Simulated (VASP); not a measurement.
# SrC8 in VASP: further runs, part 2 of 2

VASP 6.6.1.

**3. Single point, PBE**

INCAR reads:

```
  ALGO = Fast
  EDIFF = 1E-7
  ENCUT = 520
  GGA = PE
  ISIF = 2
  ISMEAR = 0
  LASPH = True
  LCHARG = False
  LREAL = False
  LWAVE = False
  NBANDS = 31
  NELM = 80
  PREC = Accurate
  SIGMA = 0.2
```

KPOINTS reads:

```
k-points
0
Gamma
  4 6 6
```

POSCAR reads:

```
SrC8
1.0
    0.0118171122      0.0113881234      4.8995447400
    4.9937464699     -0.0002528957      0.0125090944
   -2.4970981066      4.3246747582      0.0039085258
Sr C
1 8
Direct
    0.4998756456     -0.0000737992     -0.0000261407
   -0.0001590371      0.1672740189      0.3345104885
    1.0001795361      0.8327705275      0.1671944453
   -0.0002499857      0.3344728365      0.1672759141
    0.0002844805      0.6655251894      0.8327177930
   -0.0001536688      0.1672546581      0.8327978681
    0.0002028826      0.8327855627      0.6655328365
    0.9999181398      0.3333258802      0.6666745397
    0.0001020071      0.6666651258      0.3333222556
```

Potentials or basis: VASP PAW PBE potentials, release 64 (Sr_sv, C).

Run with:

```bash
$ cat potpaw_PBE.64/Sr_sv/POTCAR potpaw_PBE.64/C/POTCAR > POTCAR
$ mpirun -np 1 vasp_std > vasp.out
```

OUTCAR:

```text
EDIFF = 1E-7
   ENCUT = 520
   GGA = PE
   ISIF = 2
   ISMEAR = 0
   LASPH = True
   LREAL = False
   NELM = 80
   PREC = Accurate

 ion  position               nearest neighbor table
   1  0.500  1.000  1.000-   4 2.84   5 2.84   2 2.84   7 2.84   6 2.84   3 2.84   3 2.85   6 2.85
                             7 2.85   2 2.85   5 2.85   4 2.85
   2  1.000  0.167  0.335-   8 1.44   4 1.45   3 1.45   1 2.84   1 2.85
   3  0.000  0.833  0.167-   9 1.44   5 1.45   2 1.45   1 2.84   1 2.85
   4  1.000  0.334  0.167-   9 1.44   2 1.45   6 1.45   1 2.84   1 2.85
   5  0.000  0.666  0.833-   8 1.44   7 1.45   3 1.45   1 2.84   1 2.85
   6  1.000  0.167  0.833-   8 1.44   7 1.45   4 1.45   1 2.84   1 2.85
   7  0.000  0.833  0.666-   9 1.44   6 1.45   5 1.45   1 2.84   1 2.85
   8  1.000  0.333  0.667-   2 1.44   5 1.44   6 1.44
   9  0.000  0.667  0.333-   4 1.44   7 1.44   3 1.44

  LATTYP: Found a triclinic cell.
 ALAT       =     6.9787443742
 B/A-ratio  =     1.4203444594
 C/A-ratio  =     0.7155769754
 COS(alpha) =     0.0008566628
 COS(beta)  =     0.3589548387
 COS(gamma) =     0.8819740044

  Lattice vectors:

 A1 = (   4.9819293577,  -0.0116410191,  -4.8870356456)
 A2 = (   7.4785777210,   4.3127808434,  -4.8706180254)
 A3 = (   2.4970981066,  -4.3246747582,  -0.0039085258)

Analysis of symmetry for initial positions (statically):
=====================================================================
 Subroutine PRICEL returns:
 Original cell was already a primitive cell.

 Routine SETGRP: Setting up the symmetry group for a
 triclinic supercell.

 Subroutine GETGRP returns: Found  1 space group operations
 (whereof  1 operations were pure point group operations)
 out of a pool of  2 trial point group operations.

The static configuration has the point symmetry C_1 .

[... 149 lines left out ...]
  Thomas-Fermi vector in A             =   2.338908
   LORBIT       =      0    0 simple, 1 ext, 2 COOP (PROOUT), +10 PAW based schemes
   GGA     = PE    functional components
   LHFCALC =     F    Hartree Fock is set to
   AEXX    =    0.0000 exact exchange contribution
   IVDW    =     0    specifies the selected vdW correction
   LEPSILON=     F    determine dielectric tensor
   LRPA    =     F    only Hartree local field effects (RPA)
 non-spin polarized calculation
 RMM-DIIS sequential band-by-band and
 Gauss-broadening in eV      SIGMA  =   0.20
  energy-cutoff  :      520.00
  volume of cell :      105.81
 maximum number of plane-waves:      2869
   NGX = 19   NGY = 19   NGZ = 19

 number of electron      42.0000005 magnetization

 Free energy of the ion-electron system (eV)
  ---------------------------------------------------
  ext. energy  EPLUGINS =         0.00000000
  ---------------------------------------------------
  free energy    TOTEN  =       -75.74216387 eV

  energy without entropy =      -75.71633383  energy(sigma->0) =      -75.72924885

 E-fermi :   5.4170     XC(G=0):  -9.6174

 val. band max:        5.4103942111   @ k =   0.0000   0.0000   0.0000
 cond. band min:       5.4701705654   @ k =   0.5000   0.3333  -0.0000
 fundamental gap:      0.0597763542
 Fermi energy:         5.4169806462

 k-point     1 :       0.0000    0.0000    0.0000
  band No.  band energies     occupation
      1     -31.2285      2.00000
      2     -15.0982      2.00000
      3     -13.3971      2.00000
      4     -13.3699      2.00000
      5     -13.3697      2.00000
      6      -9.8973      2.00000
[... 805 lines left out ...]
     30      12.2630      0.00000
     31      12.5806      0.00000

 [... further k-points ...]

------------------------ aborting loop because EDIFF is reached ----------------------------------------

  FORCE on cell =-STRESS in cart. coord.  units (eV):
  Direction    XX          YY          ZZ          XY          YZ          ZX
  --------------------------------------------------------------------------------------
  -------------------------------------------------------------------------------------
  Total        0.3625071      0.3794161      0.2777324      0.0184617     -0.0442802     -0.0430334
  in kB        5.4892005      5.7452432      4.2055140      0.2795524     -0.6705051     -0.6516263
  external PRESSURE =       5.1466526 kB  Pullay stress =       0.0000000 kB

 VOLUME and BASIS-vectors are now :
 -----------------------------------------------------------------------------
  energy-cutoff  :      520.00
  volume of cell :      105.81
      direct lattice vectors                 reciprocal lattice vectors
     0.011817112  0.011388123  4.899544740    -0.000511292 -0.000479687  0.204102944
     4.993746470 -0.000252896  0.012509094     0.200258193  0.115631191 -0.000751763
    -2.497098107  4.324674758  0.003908526     0.000013057  0.231239286 -0.000537506

 POSITION                                       TOTAL-FORCE (eV/Angst)
 -----------------------------------------------------------------------------------
      2.50225      4.33000      2.46558         0.000476      0.000227      0.005439
      0.01183      1.45799      4.90217        -0.006682     -0.008313     -0.007260
      3.74115      0.72285      0.01195        -0.005012      0.006448     -0.002619
      1.26438      0.73471      4.90316         0.005424     -0.002779     -0.006966
      1.24409      3.60107      0.01297        -0.000717      0.006397      0.004232
     -1.23254      3.61292      4.90414        -0.000374     -0.001377      0.000255
      2.49682      2.87800      0.01401        -0.001361     -0.003796      0.003944
      0.01161      2.89445      4.90592         0.002094      0.003640      0.004541
      2.49682      1.44134      0.01014         0.006151     -0.000447     -0.001565
 -----------------------------------------------------------------------------------
    total drift:                               -0.000001      0.000001     -0.000015

  FREE ENERGIE OF THE ION-ELECTRON SYSTEM (eV)
  ---------------------------------------------------
  free  energy   TOTEN  =       -75.7421638739 eV

  energy  without entropy=      -75.7163338269  energy(sigma->0) =      -75.72924885
```

stdout:

```text
POSCAR found type information on POSCAR SrC
[... 32 lines left out ...]
 num prob  num prob  num prob  num prob  num prob  num prob  num prob  num prob  num prob  num prob  num prob  num prob  num prob  num prob  num prob  num prob  num prob  num prob  num prob  num prob  num prob  num prob  num prob  num prob  num prob  num prob  num prob  num prob  num prob  num prob  num prob  num prob  num prob  num prob  num prob  num prob  num prob  num prob  num prob  num prob  num prob  num prob  num prob  num prob  num prob  num prob  num prob  num prob  num prob  num prob  num prob  num prob  num prob  num prob RMM:  24    -0.757421638739E+02   -0.99782E-07   -0.82384E-07  4473   0.233E-03
```

Run time: 12 min. Hardware: 1 thread of Oxide Virtual Turin-like, shared host; peak memory 0.33 GiB.

Results:

```yaml
Free_energy: -75.7422 eV
Pressure: 0.5 GPa
Largest_force: 0.013 eV/Å
Band_gap_on_the_k_mesh: zero (bands 21 and 22 overlap by 1.61 eV)
```

Forces on the atoms (eV/Å):
```
Sr   0.000  0.000  0.005
C   -0.007 -0.008 -0.007
C   -0.005  0.006 -0.003
C    0.005 -0.003 -0.007
C   -0.001  0.006  0.004
C    0.000 -0.001  0.000
C   -0.001 -0.004  0.004
C    0.002  0.004  0.005
C    0.006  0.000 -0.002
```

**4. Relaxation of cell and atoms, PBE**

This run uses another cell than the first one, of 12.23 Å³/atom.

INCAR reads:

```
PREC = Accurate
ENCUT = 600
EDIFF = 1E-7
ISMEAR = 0
SIGMA = 0.1
LREAL = F
LASPH = T
NELM = 80
ALGO = Fast
ISIF = 3
LWAVE = F
LCHARG = F
GGA = PE
IBRION = 2
NSW = 90
EDIFFG = -0.04
```

KPOINTS reads:

```
regular mesh
0
Gamma
  6 6 4
```

POSCAR reads:

```
SrC8
1.0
    4.7057474600      0.0000000000      0.0000000000
   -2.3528737300      4.0752968400      0.0000000000
    0.0000000000      0.0000000000      5.7389392700
Sr C
1 8
Direct
    0.0000000000      0.0000000000      0.5000000000
    0.1664700200      0.3329400400      0.0000000000
    0.8335299800      0.1664700200      0.0000000000
    0.3329400400      0.1664700200      0.0000000000
    0.6670599600      0.8335299800      0.0000000000
    0.1664700200      0.8335299800      0.0000000000
    0.8335299800      0.6670599600      0.0000000000
    0.3333333300      0.6666666700      0.0000000000
    0.6666666700      0.3333333300      0.0000000000
```

Run with:

```bash
$ cat potpaw_PBE.64/Sr_sv/POTCAR potpaw_PBE.64/C/POTCAR > POTCAR
$ mpirun -np 1 vasp_std > vasp.out
```

Wall time 32 min (1 thread of Oxide Virtual Turin-like, shared host); peak memory 0.28 GiB.

Results (log left out):

```
Free energy                           : -75.7499 eV
Relaxed volume                        : 11.82 Å³/atom
Relaxed cell                          : a = 4.995 Å, b = 4.995 Å, c = 4.923 Å, α = 90.00°, β = 90.00°, γ = 120.00°
Space group after relaxing (to 0.1 Å) : P6/mmm (No. 191)
Energy gained by relaxing             : 235.3 meV/atom
Ionic steps                           : 14
Pressure after relaxing               : -0.1 GPa
Largest force after relaxing          : 0.003 eV/Å
Band gap on the k mesh                : zero (bands 21 and 22 overlap by 1.60 eV)
```

Forces on the atoms (eV/Å):
```
Sr   0.000  0.000  0.000
C    0.000  0.003  0.000
C   -0.003  0.002  0.000
C    0.003  0.002  0.000
C   -0.003 -0.002  0.000
C    0.003 -0.002  0.000
C    0.000 -0.003  0.000
C    0.000  0.000  0.000
C    0.000  0.000  0.000
```

Step by step:
```
step  energy change (eV)  largest force (eV/Å)  pressure (GPa)  volume (Å³)
   1              0.0000                0.2815           30.25       110.06
   2              2.8950                0.1360          -31.61       149.70
   3             -1.6865                0.1923           -3.93       123.73
   4             -1.6994                0.1794           -1.98       122.69
   5             -1.6996                0.1761           -1.48       122.43
   6             -1.7589                0.3429           -1.68       120.55
   7             -1.8070                1.1043           -1.80       117.71
   8             -1.8240                1.0796           -1.80       117.26
   9             -1.8741                1.0092           -1.77       115.91
  10             -1.9676                0.9071           -1.60       113.19
  11             -2.0906                0.7143           -0.65       107.73
  12             -2.0975                0.6554           -0.03       105.75
  13             -2.1156                0.2197           -0.07       106.17
  14             -2.1178                0.0033           -0.07       106.38
```

Final structure:
```
Sr C
1.0
     4.99528    0.00000    0.00000
    -2.49764    4.32604    0.00000
     0.00000    0.00000    4.92268
Sr C
1 8
Direct
  0.00000 0.00000 0.50000
  0.16722 0.33445 0.00000
  0.83278 0.16722 0.00000
  0.33445 0.16722 0.00000
  0.66555 0.83278 0.00000
  0.16722 0.83278 0.00000
  0.83278 0.66555 0.00000
  0.33333 0.66667 0.00000
  0.66667 0.33333 0.00000
```

Levels at points of the mesh, in eV from the Fermi level:
```tsv
k point	band 19	band 20	band 21	band 22	band 23	band 24
(0.00, 0.00, 0.00)	-4.20	-3.58	-1.01	-0.03	-0.03	0.49
(0.50, 0.00, 0.00)	-4.89	-3.99	0.62	0.65	1.05	1.47
(0.00, 0.00, 0.50)	-3.94	-3.74	-1.10	-0.92	-0.92	1.28
(0.50, 0.00, 0.50)	-4.47	-4.33	0.41	1.16	1.79	2.95
```

**5. The runs side by side**

| task | cell | k mesh | cutoff (eV) | smearing | gap on the mesh (eV) | pressure (GPa) | largest force (eV/Å) |
| --- | --- | --- | --- | --- | --- | --- | --- |
| single point | a = 4.997, b = 4.997, c = 4.885 Å, angles 90.0, 90.0, 120.0°, 9 atoms, atomic positions A | 9 × 9 × 8 | 520 | gaussian 0.1 eV | none | 0.4 | 0.01 |
| single point | a = 4.900, b = 4.994, c = 4.994 Å, angles 120.0, 89.9, 89.7°, 9 atoms, atomic positions B | 4 × 6 × 6 | 520 | gaussian 0.2 eV | none | 0.5 | 0.01 |
| relaxation of cell and atoms | relaxed from a = 4.706, b = 4.706, c = 5.739 Å, angles 90.0, 90.0, 120.0°, 9 atoms, atomic positions C | 6 × 6 × 4 | 600 | gaussian 0.1 eV | none | -0.1 | - |

Alike in all rows: level PBE; potentials or basis VASP PAW PBE potentials, release 64 (Sr_sv, C); no spin polarisation.

Absolute energies hang on the potentials; compare differences alone.

The gap in the log of VASP goes by the Fermi energy; the results here count the filled bands.